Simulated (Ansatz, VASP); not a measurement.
# Ba in VASP and in Ansatz

INCAR

```
PREC = Accurate ; ENCUT = 520
EDIFF = 1E-7 ; ISMEAR = 0
SIGMA = 0.15 ; LREAL = False
LASPH = True ; NELM = 100
ALGO = Fast ; ISIF = 2
LWAVE = False ; LCHARG = False
GGA = PS ; NBANDS = 17
```

KPOINTS

```
regular mesh
0
Gamma
  9 9 12
```

Contents of POSCAR:

```
Ba
1.0
    7.2059490857      0.0000000000      0.0000000000
   -3.6029745429      6.2405349666      0.0000000000
    0.0000000000      0.0000000000      4.0266753565
Ba
2
Direct
    0.3333333333      0.6666666667      0.5000000000
    0.6666666667      0.3333333333      0.5000000000
```

Input for Ansatz:

```yaml
crystal:
  lattice:
    - [7.2059490857, 0.0, 0.0]
    - [-3.6029745429, 6.2405349666, 0.0]
    - [0.0, 0.0, 4.0266753565]
  atoms:
    - { symbol: Ba, position: [0.3333333333, 0.6666666667, 0.5] }
    - { symbol: Ba, position: [0.6666666667, 0.3333333333, 0.5] }
basis:
  ecutwfc: 420
kpoints:
  mp_grid: { grid: [9, 9, 12] }
hamiltonian:
  xc: pbesol
scf:
  occupations: { method: gaussian, width: 0.15 }
output:
  forces: true
  stress: true
  eigenvalues: true
```

Change from the starting cell: strain +0.030 along x and y, +0.030 along z, atoms carried along.

Alike in both runs: task single point; functional PBEsol; k mesh 9 × 9 × 12; occupations gaussian, width 0.15 eV; no spin polarisation.

|  | VASP | Ansatz |
| --- | --- | --- |
| version | VASP 6.6.1 | Ansatz 0.2.0 |
| potentials or method | VASP PAW PBE potentials, release 64 (Ba_sv), cutoff 520 eV | scalar-relativistic, plane waves, PAW |
| valence electrons in the cell | 20 | 20 |

|  | VASP | Ansatz | Ansatz less VASP |
| --- | --- | --- | --- |
| gap on the k mesh at the Fermi level (eV) | none | none | - |
| pressure (GPa) | -0.3 | -0.4 | -0.04 |
| traceless stress, the component that is largest in VASP (GPa) | -0.29 | -0.30 | -0.011 |

VASP's potentials were made for PBE, not for PBEsol. A gap of «none» marks a metal or a gap that the smearing closes. The functional is the same, so the differences come from potentials, cutoffs and numerics.

Spin-orbit coupling is off throughout.
